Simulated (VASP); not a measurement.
Wanted: the native input for a VASP 6.6.1 run.

* Task: single point
* Functional: PBE
* Potentials or basis: VASP PAW PBE potentials, release 64 (Cu)
* Cutoff: 520 eV
* k mesh: 24 × 24 × 24
* Occupations: gaussian, width 0.15 eV
* Spin: no spin polarisation
* Dipole correction: no
* Further INCAR settings: ALGO = Fast; EDIFF = 1e-07; NBANDS = 12

The structure of Cu lies in POSCAR:

```
Cu
1.0
    0.0000000000      2.1172932954      1.3322009415
    2.1172932954      0.0000000000      1.3322009415
    2.1172932954      2.1172932954      0.0000000000
Cu
1
Direct
    0.0000000000      0.0000000000      0.0000000000
```

This cell differs from its parent crystal: volume 11.944 Å^3 an atom, c/a of the conventional cell 0.6292.

These files were run (other wordings do the same):

INCAR

```
ALGO = Fast
EDIFF = 1E-7
ENCUT = 520
GGA = PE
ISIF = 2
ISMEAR = 0
LASPH = T
LCHARG = F
LREAL = F
LWAVE = F
NBANDS = 12
NELM = 100
PREC = Accurate
SIGMA = 0.15
```

KPOINTS

```
k-points
0
Gamma
  24 24 24
```

Potentials or basis: VASP PAW PBE potentials, release 64 (Cu).

Launch:

```bash
$ cat potpaw_PBE.64/Cu/POTCAR > POTCAR
$ mpirun -np 1 vasp_std > vasp.out
```

Results of the run:

- Pressure: 1.6 GPa

Wall time 93 s on 1 thread of Intel(R) Xeon(R) 6975P-C (Granite Rapids), with other jobs on the host, peak memory 0.26 GiB.
